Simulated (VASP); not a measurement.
# NbAs (F-43m) in VASP: further runs, part 2 of 2

VASP 6.6.1.

## 7. Single point, PBE

This run uses another cell than the first one: it holds 8 atoms, not 2.

The input, INCAR:

```
ALGO     = Normal         # electronic algorithm
EDIFF    = 1E-7           # SCF threshold, eV
ENCUT    = 520            # plane-wave cutoff, eV
GGA      = PE             # functional
ISIF     = 2              # what is computed and relaxed
ISMEAR   = 0              # smearing method
LASPH    = T              # aspherical terms in the spheres
LCHARG   = T              # write CHGCAR
LELF     = T              # ELF
LREAL    = F              # projectors in reciprocal space
LVHAR    = T            
LWAVE    = F              # write WAVECAR
NBANDS   = 46             # bands
NELM     = 100            # most SCF steps
PREC     = Accurate       # precision mode
SIGMA    = 0.1            # smearing width, eV
```

The input, KPOINTS:

```
k-points
0
Gamma
  6 4 4
```

The input, POSCAR:

```
NbAs
1.0
   -2.9070788171      0.0000000000     -2.9070788171
   -2.9070788171     -5.8141576343      2.9070788171
   -2.9070788171      5.8141576343      2.9070788171
Nb As
4 4
Direct
    0.5000000000      1.0000000000      0.5000000000
    0.0000000000      0.5000000000      0.5000000000
    1.0000000000      1.0000000000      0.0000000000
    0.5000000000      0.5000000000      1.0000000000
    0.5000000000      0.8750000000      0.1250000000
    0.0000000000      0.3750000000      0.1250000000
    0.0000000000      0.8750000000      0.6250000000
    0.5000000000      0.3750000000      0.6250000000
```

Potentials or basis: VASP PAW PBE potentials, release 64 (Nb_sv, As).

Command:

```sh
cat potpaw_PBE.64/Nb_sv/POTCAR potpaw_PBE.64/As/POTCAR > POTCAR
mpirun -np 1 vasp_std > vasp.out
```

OUTCAR:

```text
EDIFF = 1E-7
   ENCUT = 520
   GGA = PE
   ISIF = 2
   ISMEAR = 0
   LASPH = T
   LREAL = F
   NELM = 100
   PREC = Accurate

 ion  position               nearest neighbor table
   1  0.500  0.000  0.500-   5 2.52   7 2.52   8 2.52   7 2.52
   2  0.000  0.500  0.500-   6 2.52   7 2.52   8 2.52   8 2.52
   3  0.000  0.000  0.000-   5 2.52   6 2.52   7 2.52   5 2.52
   4  0.500  0.500  0.000-   5 2.52   6 2.52   8 2.52   6 2.52
   5  0.500  0.875  0.125-   1 2.52   3 2.52   4 2.52   3 2.52
   6  0.000  0.375  0.125-   2 2.52   3 2.52   4 2.52   4 2.52
   7  0.000  0.875  0.625-   1 2.52   2 2.52   3 2.52   1 2.52
   8  0.500  0.375  0.625-   1 2.52   2 2.52   4 2.52   2 2.52

  LATTYP: Found a base centered orthorhombic cell.
 ALAT       =     8.2224605801
 B/A-ratio  =     1.4142135624
 C/A-ratio  =     0.5000000000

  Lattice vectors:

 A1 = (  -2.9070788171,  -5.8141576343,   2.9070788171)
 A2 = (  -2.9070788171,   5.8141576343,   2.9070788171)
 A3 = (  -2.9070788171,   0.0000000000,  -2.9070788171)

Analysis of symmetry for initial positions (statically):
=====================================================================
 Subroutine PRICEL returns following result:

  LATTYP: Found a face centered cubic cell.
 ALAT       =     5.8141576343

  Lattice vectors:

 A1 = (   0.0000000000,  -2.9070788172,   2.9070788171)
 A2 = (  -2.9070788171,   0.0000000000,   2.9070788171)
 A3 = (  -2.9070788171,  -2.9070788171,  -0.0000000000)

   4 primitive cells build up your supercell.

 Routine SETGRP: Setting up the symmetry group for a
 base centered orthorhombic supercell.

 Subroutine GETGRP returns: Found  4 space group operations
 (whereof  4 operations were pure point group operations)
 out of a pool of  8 trial point group operations.

The static configuration has the point symmetry C_2v.

Analysis of symmetry for dynamics (positions and initial velocities):
[... 146 lines left out ...]
   GGA     = PE    functional components
   LHFCALC =     F    Hartree Fock is set to
   AEXX    =    0.0000 exact exchange contribution
   IVDW    =     0    specifies the selected vdW correction
   LEPSILON=     F    determine dielectric tensor
   LRPA    =     F    only Hartree local field effects (RPA)
 non-spin polarized calculation
 Gauss-broadening in eV      SIGMA  =   0.10
  energy-cutoff  :      520.00
  volume of cell :      196.54
 maximum number of plane-waves:      5361
 NGX is ok and might be reduce to    32

 number of electron      72.0000003 magnetization

 Free energy of the ion-electron system (eV)
  ---------------------------------------------------
  ext. energy  EPLUGINS =         0.00000000
  ---------------------------------------------------
  free energy    TOTEN  =       -57.17141851 eV

  energy without entropy =      -57.10760342  energy(sigma->0) =      -57.13951097

 E-fermi :   5.8629     XC(G=0):  -9.9237

 val. band max:        5.8549221743   @ k =   0.3333   0.5000   0.5000
 cond. band min:       5.8648925834   @ k =   0.0000   0.0000   0.0000
 fundamental gap:      0.0099704091
 Fermi energy:         5.8629130328

 k-point     1 :       0.0000    0.0000    0.0000
  band No.  band energies     occupation
      1     -49.6193      2.00000
      2     -49.6157      2.00000
      3     -49.6157      2.00000
      4     -49.6145      2.00000
      5     -25.7566      2.00000
      6     -25.7553      2.00000
[... 1165 lines left out ...]
     45       7.3599      0.00000
     46       7.3600      0.00000

 [... further k-points ...]

------------------------ aborting loop because EDIFF is reached ----------------------------------------

  FORCE on cell =-STRESS in cart. coord.  units (eV):
  Direction    XX          YY          ZZ          XY          YZ          ZX
  --------------------------------------------------------------------------------------
  -------------------------------------------------------------------------------------
  Total        0.0123376      0.2363948      0.0123376      0.0000000      0.0000000      0.0884505
  in kB        0.1005730      1.9270287      0.1005730      0.0000000      0.0000000      0.7210249
  external PRESSURE =       0.7093916 kB  Pullay stress =       0.0000000 kB

 VOLUME and BASIS-vectors are now :
 -----------------------------------------------------------------------------
  energy-cutoff  :      520.00
  volume of cell :      196.54
      direct lattice vectors                 reciprocal lattice vectors
    -2.907078817  0.000000000 -2.907078817    -0.171993961  0.000000000 -0.171993961
    -2.907078817 -5.814157634  2.907078817    -0.085996980 -0.085996980  0.085996980
    -2.907078817  5.814157634  2.907078817    -0.085996980  0.085996980  0.085996980

 POSITION                                       TOTAL-FORCE (eV/Angst)
 -----------------------------------------------------------------------------------
     -2.90708      2.90708      0.00000         0.000000     -0.017407      0.000000
     -2.90708      0.00000      2.90708         0.000000     -0.017407      0.000000
      0.00000      0.00000      0.00000         0.000000     -0.017407      0.000000
     -2.90708     -2.90708      0.00000         0.000000     -0.017407      0.000000
     -4.36062     -4.36062      1.45354         0.000000      0.017407      0.000000
     -1.45354     -1.45354      1.45354         0.000000      0.017407      0.000000
     -4.36062     -1.45354      4.36062         0.000000      0.017407      0.000000
     -4.36062      1.45354      1.45354         0.000000      0.017407      0.000000
 -----------------------------------------------------------------------------------
    total drift:                                0.000000      0.000091     -0.000000

  FREE ENERGIE OF THE ION-ELECTRON SYSTEM (eV)
  ---------------------------------------------------
  free  energy   TOTEN  =       -57.1714185086 eV

  energy  without entropy=      -57.1076034226  energy(sigma->0) =      -57.13951097
```

OSZICAR:

```text
N       E                     dE             d eps       ncg     rms          rms(c)
DAV:   1     0.728690282610E+03    0.72869E+03   -0.36382E+04  2648   0.148E+03
DAV:   2     0.272157973169E+01   -0.72597E+03   -0.71045E+03  3404   0.533E+02
DAV:   3    -0.553063615267E+02   -0.58028E+02   -0.56871E+02  3952   0.117E+02
DAV:   4    -0.613996357449E+02   -0.60933E+01   -0.60054E+01  4560   0.342E+01
DAV:   5    -0.616547154762E+02   -0.25508E+00   -0.25081E+00  4040   0.665E+00    0.135E+01
DAV:   6    -0.570606054311E+02    0.45941E+01   -0.26400E+01  3802   0.207E+01    0.412E+00
DAV:   7    -0.571580837673E+02   -0.97478E-01   -0.12925E+00  4080   0.475E+00    0.286E+00
DAV:   8    -0.571683522022E+02   -0.10268E-01   -0.10897E-01  3446   0.179E+00    0.711E-01
DAV:   9    -0.571710690766E+02   -0.27169E-02   -0.15439E-02  4476   0.644E-01    0.226E-01
DAV:  10    -0.571714095758E+02   -0.34050E-03   -0.14120E-03  3684   0.252E-01    0.759E-02
DAV:  11    -0.571714349712E+02   -0.25395E-04   -0.65526E-04  3890   0.122E-01    0.262E-02
DAV:  12    -0.571714186289E+02    0.16342E-04   -0.18074E-04  3866   0.623E-02    0.100E-02
DAV:  13    -0.571714183614E+02    0.26748E-06   -0.12323E-05  4034   0.185E-02    0.450E-03
DAV:  14    -0.571714185509E+02   -0.18948E-06   -0.97480E-07  3260   0.503E-03    0.121E-03
DAV:  15    -0.571714185086E+02    0.42261E-07   -0.33581E-07  2668   0.295E-03
   1 F= -.57171419E+02 E0= -.57139511E+02  d E =-.638151E-01
```

It took 8.6 min on 1 thread of AMD EPYC 7R43 (Zen 3), shared host; peak memory 0.36 GiB.

Results:

| Quantity | Value |
| --- | --- |
| Free energy | -57.1714 eV |
| Pressure | 0.1 GPa |
| Band gap on the k mesh | zero (bands 36 and 37 overlap by 0.43 eV) |

## 8. The runs side by side

| task | cell | k mesh | cutoff (eV) | gap on the mesh (eV) | pressure (GPa) | relaxed volume (Å³/atom) |
| --- | --- | --- | --- | --- | --- | --- |
| single point | a = 3.734 Å, angles 60.0°, 2 atoms, atomic positions A | 6 × 6 × 6 | 520 | none | 49.1 | - |
| single point | a = 4.107 Å, angles 60.0°, 2 atoms, atomic positions A | 6 × 6 × 6 | 520 | none | 0.3 | - |
| relaxation of cell and atoms | relaxed from a = 3.734 Å, angles 60.0°, 2 atoms, atomic positions A | 6 × 6 × 6 | 600 | none | 0.0 | 24.57 |
| single point | a = 4.111 Å, angles 60.0°, 2 atoms, atomic positions A | 16 × 16 × 16 | 520 | none | 0.1 | - |
| relaxation of cell and atoms | relaxed from a = 4.107 Å, angles 60.0°, 2 atoms, atomic positions A | 16 × 16 × 16 | 600 | none | 0.0 | 24.58 |
| single point | a = 4.111, b = 7.121, c = 7.121 Å, angles 109.5, 90.0, 90.0°, 8 atoms, atomic positions B | 6 × 4 × 4 | 520 | none | 0.1 | - |

Alike in all rows: level PBE; potentials or basis VASP PAW PBE potentials, release 64 (Nb_sv, As); no spin polarisation; smearing gaussian 0.1 eV.

Caveats: the cell stands under pressure (at least some runs); the volume moved by over 15 % at a fixed basis, so the end points are rough (at least some runs).

Total energies depend on the potentials used, so only differences within one code and one set of settings carry meaning.

The gap in the log of VASP goes by the Fermi energy; the results here count the filled bands.